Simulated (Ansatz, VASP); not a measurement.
**Si2Mo: VASP beside Ansatz**

Contents of INCAR:

```
SYSTEM = Si2Mo
PREC = Accurate
ENCUT = 520
EDIFF = 1E-8
ISMEAR = -1
SIGMA = 0.08
LREAL = .False.
LASPH = .True.
NELM = 80
ALGO = Normal
ISIF = 2
LWAVE = .False.
LCHARG = .False.
GGA = PS
LEFG = .True.
NBANDS = 18
```

The input KPOINTS:

```
regular mesh
0
Gamma
  16 16 16
  0 0 0
```

File POSCAR:

```
Si2Mo
1.0
   -1.6105963353      1.6105963353      3.9565305599
    1.6105963353     -1.6105963353      3.9565305599
    1.6105963353      1.6105963353     -3.9565305599
Si Mo
2 1
Direct
    0.3330000000      0.3330000000      0.0000000000
    0.6670000000      0.6670000000      0.0000000000
    0.0000000000      0.0000000000      0.0000000000
```

Input for Ansatz:

```yaml
crystal:
  lattice:
    - [-1.6105963353, 1.6105963353, 3.9565305599]
    - [1.6105963353, -1.6105963353, 3.9565305599]
    - [1.6105963353, 1.6105963353, -3.9565305599]
  atoms:
    - { symbol: Si, position: [0.333, 0.333, 0.0] }
    - { symbol: Si, position: [0.667, 0.667, 0.0] }
    - { symbol: Mo, position: [0.0, 0.0, 0.0] }
kpoints:
  mp_grid: { grid: [16, 16, 16] }
scf:
  occupations: { method: fermi_dirac, width: 0.08 }
hamiltonian:
  xc: pbesol
  pseudopotentials: { kind: all_electron, datasets: crystal }
output:
  forces: true
  stress: true
  eigenvalues: true
  efg: { contact_densities: true }
```

Change from the starting cell: volume scaled by 1.02, crystal datasets.

Alike in both runs: task electric field gradients; functional PBEsol; k mesh 16 × 16 × 16; occupations fermi-dirac, width 0.08 eV; no spin polarisation.

|  | VASP | Ansatz |
| --- | --- | --- |
| version | VASP 6.6.1 | Ansatz 0.2.0 |
| potentials or method | VASP PAW PBE potentials, release 64 (Si, Mo_sv), cutoff 520 eV | all-electron PAW with datasets made for the crystal, scalar-relativistic |

```csv
,VASP,Ansatz,Ansatz less VASP
pressure (GPa),-6.4,-6.7,-0.29
"traceless stress, the component that is largest in VASP (GPa)",-1.15,-1.16,-0.010
rms of the force components (eV/Å),0.166,0.167,+0.0017
size of Vzz on the site where it differs most (V/Å²),56.2,57.5,+1.29
```

VASP's potentials were made for PBE, not for PBEsol. Atom by atom the forces differ by 0.002 eV/Å (rms over components). Ansatz ran all-electron here, and VASP with PAW potentials.
